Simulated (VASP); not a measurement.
Zn: relaxation of shape and atoms at fixed volume with PBEsol

The system is Zn.

```
Zn
1.0
     2.56649    0.00000    0.00000
    -1.28325    2.22265    0.00000
     0.00000    0.00000    4.84562
Zn
2
Direct
  0.33333 0.66667 0.25000
  0.66667 0.33333 0.75000
```

* Program: VASP 6.6.1
* Task: relaxation of shape and atoms at fixed volume
* Functional: PBEsol
* Potentials or basis: VASP PAW PBE potentials, release 64 (Zn)
* Cutoff: 600 eV
* k mesh: 18 × 18 × 8
* Occupations: gaussian, width 0.1 eV
* Spin: no spin polarisation
* Dipole correction: no
* Further INCAR settings: ALGO = Fast; EDIFF = 1e-06; IBRION = 2; EDIFFG = -0.01; NSW = 50; ISIF = 4

```
Energy gained by relaxing : 1.7 meV/atom
Ionic steps               : 5
Pressure after relaxing   : 2.8 GPa
Band gap on the k mesh    : zero (bands 12 and 13 overlap by 4.37 eV)
```

The path:
```
step  energy change (eV)  largest force (eV/Å)  pressure (GPa)  volume (Å³)
   1              0.0000                0.0000            3.52        27.64
   2             -0.0013                0.0000            3.34        27.64
   3             -0.0032                0.0000            2.97        27.64
   4             -0.0033                0.0000            2.49        27.64
   5             -0.0033                0.0000            2.78        27.64
```

Final structure:
```
Zn
1.0
     2.59417    0.00000    0.00000
    -1.29709    2.24662    0.00000
     0.00000    0.00000    4.74276
Zn
2
Direct
  0.33333 0.66667 0.25000
  0.66667 0.33333 0.75000
```

Levels at points of the mesh, in eV from the Fermi level:
| k point | band 8 | band 9 | band 10 | band 11 | band 12 | band 13 | band 14 | band 15 | band 16 |
| --- | --- | --- | --- | --- | --- | --- | --- | --- | --- |
| (0.00, 0.00, 0.00) | -7.61 | -7.61 | -7.34 | -7.34 | -4.20 | -2.90 | 14.92 | 18.23 | 18.54 |
| (0.50, 0.00, 0.00) | -7.34 | -7.15 | -7.12 | -3.34 | -2.43 | 2.84 | 3.50 | 4.65 | 5.84 |
| (0.00, 0.00, 0.50) | -8.03 | -7.45 | -7.45 | -7.45 | -7.45 | 5.08 | 5.08 | 19.69 | 19.69 |
| (0.50, 0.00, 0.50) | -7.37 | -7.13 | -7.13 | -2.33 | -2.33 | 0.16 | 0.16 | 10.86 | 10.86 |

Run time: 4.7 min on 1 thread of Intel(R) Xeon(R) Platinum 8259CL CPU @ 2.50GHz (Skylake/Cascade Lake), on a shared host, peak memory 0.22 GiB.

Caveat: the PAW data sets were made with another functional, which shifts forces and pressure a little.
